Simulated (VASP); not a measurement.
# Si4C5 in VASP: single point with PBE

Aim: the single point of Si4C5 with PBE.

Everything below comes from runs of VASP 6.6.1. Logs are shortened: lines on timing, memory, paths and dates and some standing lists are left out, and cuts for length are marked.

## 1. The cell of the first run

The cell holds a slab with vacuum, 9 atoms: a = 3.092 Å, b = 3.092 Å, c = 25.234 Å, α = 90.00°, β = 90.00°, γ = 120.00°.

## 2. Single point, PBE, collinear spin

The input, INCAR:

```
ALGO = Normal
DIPOL = 0.5 0.5 0.345
EDIFF = 1E-7
ENCUT = 520
GGA = PE
IDIPOL = 3
ISIF = 2
ISMEAR = 0
ISPIN = 2
LASPH = T
LCHARG = F
LDIPOL = T
LORBIT = 11
LREAL = F
LUSENCCL = F
LWAVE = F
MAGMOM = 0 0 0 0 2 0 0 0 0
NBANDS = 32
NELM = 150
PREC = Accurate
SIGMA = 0.05
```

The input, KPOINTS:

```
k-points
0
Gamma
  9 9 1
```

The input, POSCAR:

```
Si4C5
1.0
    3.0920147208      0.0000000000      0.0000000000
   -1.5460073604      2.6777632971      0.0000000000
    0.0000000000      0.0000000000     25.2337106667
C Si
5 4
Direct
    0.3333333333      0.6666666667      0.1585181051
    0.6666666667      0.3333333333      0.2590546646
    0.3333333333      0.6666666667      0.3607902149
    0.6666666667      0.3333333333      0.4623551549
    0.7777777778      0.2222222222      0.5272197515
    0.6666666667      0.3333333333      0.1834768895
    0.3333333333      0.6666666667      0.2840134490
    0.6666666667      0.3333333333      0.3842867907
    0.3333333333      0.6666666667      0.4848161584
```

Potentials or basis: VASP PAW PBE potentials, release 64 (C, Si).

Command:

```console
$ cat potpaw_PBE.64/C/POTCAR potpaw_PBE.64/Si/POTCAR > POTCAR
$ mpirun -np 1 vasp_std > vasp.out
```

OUTCAR:

```text
EDIFF = 1E-7
   ENCUT = 520
   GGA = PE
   ISIF = 2
   ISMEAR = 0
   ISPIN = 2
   LASPH = T
   LORBIT = 11
   LREAL = F
   NELM = 150
   PREC = Accurate

 ion  position               nearest neighbor table
   1  0.333  0.667  0.159-   6 1.89   6 1.89   6 1.89
   2  0.667  0.333  0.259-   7 1.89   7 1.89   7 1.89   6 1.91
   3  0.333  0.667  0.361-   8 1.88   8 1.88   8 1.88   7 1.94
   4  0.667  0.333  0.462-   5 1.74   9 1.87   9 1.87   9 1.87   8 1.97
   5  0.778  0.222  0.527-   4 1.74   9 1.90   9 1.90   9 2.61
   6  0.667  0.333  0.183-   1 1.89   1 1.89   1 1.89   2 1.91   7 3.10   7 3.10   7 3.10
   7  0.333  0.667  0.284-   2 1.89   2 1.89   2 1.89   3 1.94   8 3.10   8 3.10   8 3.10   6 3.10
                             6 3.10   6 3.10
   8  0.667  0.333  0.384-   3 1.88   3 1.88   3 1.88   4 1.97   7 3.10   7 3.10   7 3.10   9 3.10
                             9 3.10   9 3.10
   9  0.333  0.667  0.485-   4 1.87   4 1.87   4 1.87   5 1.90   5 1.90   5 2.61   8 3.10   8 3.10
                             8 3.10

  LATTYP: Found a hexagonal cell.
 ALAT       =     3.0920147208
 C/A-ratio  =     8.1609283736

  Lattice vectors:

 A1 = (   3.0920147208,   0.0000000000,   0.0000000000)
 A2 = (  -1.5460073604,   2.6777632971,   0.0000000000)
 A3 = (   0.0000000000,   0.0000000000,  25.2337106667)

Analysis of symmetry for initial positions (statically):
=====================================================================
 Subroutine PRICEL returns:
 Original cell was already a primitive cell.

 Routine SETGRP: Setting up the symmetry group for a
 hexagonal supercell.

 Subroutine GETGRP returns: Found  2 space group operations
 (whereof  2 operations were pure point group operations)
 out of a pool of 24 trial point group operations.

The static configuration has the point symmetry C_1h.

Analysis of symmetry for dynamics (positions and initial velocities):
=====================================================================
 Subroutine PRICEL returns:
 Original cell was already a primitive cell.

 Routine SETGRP: Setting up the symmetry group for a
 hexagonal supercell.

 Subroutine GETGRP returns: Found  2 space group operations
 (whereof  2 operations were pure point group operations)
 out of a pool of 24 trial point group operations.

The dynamic configuration has the point symmetry C_1h.

Analysis of structural, dynamic, and magnetic symmetry:
=====================================================================
 Subroutine PRICEL returns:
 Original cell was already a primitive cell.

[... 178 lines left out ...]
 fundamental gap:      0.0505354992
 Fermi energy:         0.5095085825

 spin component 1

 k-point     1 :       0.0000    0.0000    0.0000
  band No.  band energies     occupation
      1     -17.3111      1.00000
      2     -15.7704      1.00000
      3     -14.4728      1.00000
      4     -12.4100      1.00000
      5     -10.6071      1.00000
      6      -7.3542      1.00000
[... 781 lines left out ...]
     29       8.5208      0.00000
     30       9.0194      0.00000

 [... further k-points ...]

 spin component 2

 k-point     1 :       0.0000    0.0000    0.0000
  band No.  band energies     occupation
      1     -17.0519      1.00000
      2     -15.7895      1.00000
      3     -14.5677      1.00000
      4     -12.7470      1.00000
      5     -10.3224      1.00000
      6      -7.4210      1.00000
[... 781 lines left out ...]
     29       8.5077      0.00000
     30       8.9503      0.00000

 [... further k-points ...]

 [bands above 30 left out]

------------------------ aborting loop because EDIFF is reached ----------------------------------------

 vacuum level on the upper side and lower side of the slab       (xc-potential included)         0.260        -0.194

  FORCE on cell =-STRESS in cart. coord.  units (eV):
  Direction    XX          YY          ZZ          XY          YZ          ZX
  --------------------------------------------------------------------------------------
  -------------------------------------------------------------------------------------
  Total        2.6529929      2.2252151     -1.3832948     -0.3704665     -0.2194709      0.3801523
  in kB       20.3447245     17.0642700    -10.6079254     -2.8409569     -1.6830328      2.9152333
  external PRESSURE =       8.9336897 kB  Pullay stress =       0.0000000 kB

 VOLUME and BASIS-vectors are now :
 -----------------------------------------------------------------------------
  energy-cutoff  :      520.00
  volume of cell :      208.93
      direct lattice vectors                 reciprocal lattice vectors
     3.092014721  0.000000000  0.000000000     0.323413725  0.186723001 -0.000000000
    -1.546007360  2.677763297  0.000000000     0.000000000  0.373446003  0.000000000
     0.000000000  0.000000000 25.233710667     0.000000000 -0.000000000  0.039629526

 POSITION                                       TOTAL-FORCE (eV/Angst)
 -----------------------------------------------------------------------------------
     -0.00000      1.78518      4.00000        -0.000260      0.000150      2.553798
      1.54601      0.89259      6.53691        -0.001774      0.001024      0.930681
     -0.00000      1.78518      9.10408         0.049526     -0.028594     -0.276394
      1.54601      0.89259     11.66694        -1.419730      0.819681     -2.650102
      2.06134      0.59506     13.30371         0.410592     -0.237055     -0.670768
      1.54601      0.89259      4.62980         0.000376     -0.000217     -2.959055
     -0.00000      1.78518      7.16671         0.029315     -0.016925     -0.458838
      1.54601      0.89259      9.69698         0.224484     -0.129606      0.588943
     -0.00000      1.78518     12.23371         0.707470     -0.408458      2.941734
 -----------------------------------------------------------------------------------
    total drift:                               -0.000070      0.000040     -0.000011

  FREE ENERGIE OF THE ION-ELECTRON SYSTEM (eV)
  ---------------------------------------------------
  free  energy   TOTEN  =       -61.9232650209 eV

  energy  without entropy=      -61.9215917767  energy(sigma->0) =      -61.92242840

 vacuum level on the upper side and lower side of the slab         6.667         6.190

 total charge

# of ion       s       p       d       tot
------------------------------------------
    1        0.862   1.536   0.000   2.398
    2        0.842   1.684   0.000   2.527
    3        0.840   1.693   0.000   2.533
    4        0.850   1.691   0.000   2.541
    5        0.965   1.318   0.000   2.282
    6        0.707   0.963   0.000   1.670
    7        0.707   0.946   0.000   1.653
    8        0.708   0.928   0.000   1.636
    9        0.678   0.976   0.000   1.654
--------------------------------------------------
tot          7.157  11.735   0.000  18.892

 magnetization (x)

# of ion       s       p       d       tot
------------------------------------------
    1       -0.049  -0.309   0.000  -0.357
    2       -0.008  -0.044   0.000  -0.052
    3       -0.001  -0.003   0.000  -0.003
    4        0.004   0.056   0.000   0.060
    5        0.028   0.335   0.000   0.363
    6        0.003   0.008   0.000   0.011
    7       -0.003  -0.005   0.000  -0.008
    8        0.000   0.001   0.000   0.001
    9        0.012   0.022   0.000   0.035
--------------------------------------------------
tot         -0.013   0.063   0.000   0.049
```

OSZICAR:

```text
N       E                     dE             d eps       ncg     rms          rms(c)
DAV:   1     0.177893892352E+03    0.17789E+03   -0.14548E+04  3200   0.917E+02
DAV:   2    -0.458917997305E+02   -0.22379E+03   -0.21177E+03  4304   0.199E+02
DAV:   3    -0.672624131281E+02   -0.21371E+02   -0.20879E+02  4080   0.588E+01
DAV:   4    -0.680983964834E+02   -0.83598E+00   -0.83245E+00  4472   0.135E+01
[... 32 lines left out ...]
DAV:  37    -0.619232562604E+02   -0.22951E-05   -0.68859E-08  3384   0.136E-03    0.560E-04
DAV:  38    -0.619232617359E+02   -0.54755E-05   -0.70668E-08  3424   0.118E-03    0.454E-04
DAV:  39    -0.619232650559E+02   -0.33200E-05   -0.45635E-08  3280   0.685E-04    0.388E-04
DAV:  40    -0.619232650209E+02    0.34979E-07   -0.60860E-09  2984   0.329E-04
   1 F= -.61923265E+02 E0= -.61922428E+02  d E =-.167324E-02  mag=    -0.0073
```

stdout:

```text
[vt-gpu-o6-0:08065] opal_ifinit: socket() failed with errno=97
 Offloading initialized ...    1 GPUs detected
 POSCAR found type information on POSCAR C Si
 POSCAR found :  2 types and       9 ions
 scaLAPACK will be used selectively (only on CPU)
 LDA part: xc-table for (Slater+PW92), standard interpolation
 POSCAR, INCAR and KPOINTS ok, starting setup
 FFT: planning ... GRIDC
 FFT: planning ... GRID_SOFT
 FFT: planning ... GRID
 WAVECAR not read
 entering main loop
```

Wall time 6.2 min (1 × NVIDIA H100 80GB with 1 thread of Intel Xeon Platinum 8481C at 2.70GHz (Sapphire Rapids), shared host); peak memory 1.4 GiB.

Results:

```yaml
Free_energy: -61.9233 eV
Largest_force: 3.116 eV/Å
Band_gap_on_the_k_mesh: zero (filled and empty bands overlap)
Net_moment: -0.01 μB per cell
Site_moments: C -0.36, -0.05, -0.00, +0.06, +0.36; Si +0.01, -0.01, +0.00, +0.04 μB
Valence_electrons_inside_the_program's_atomic_spheres: C 2.40, 2.53, 2.54, 2.28; Si 1.67, 1.65, 1.64
```

Forces on the atoms (eV/Å):
```
C    0.000  0.000  2.554
C   -0.002  0.001  0.931
C    0.050 -0.029 -0.276
C   -1.420  0.820 -2.650
C    0.411 -0.237 -0.671
Si   0.000  0.000 -2.959
Si   0.029 -0.017 -0.459
Si   0.224 -0.130  0.589
Si   0.707 -0.408  2.942
```
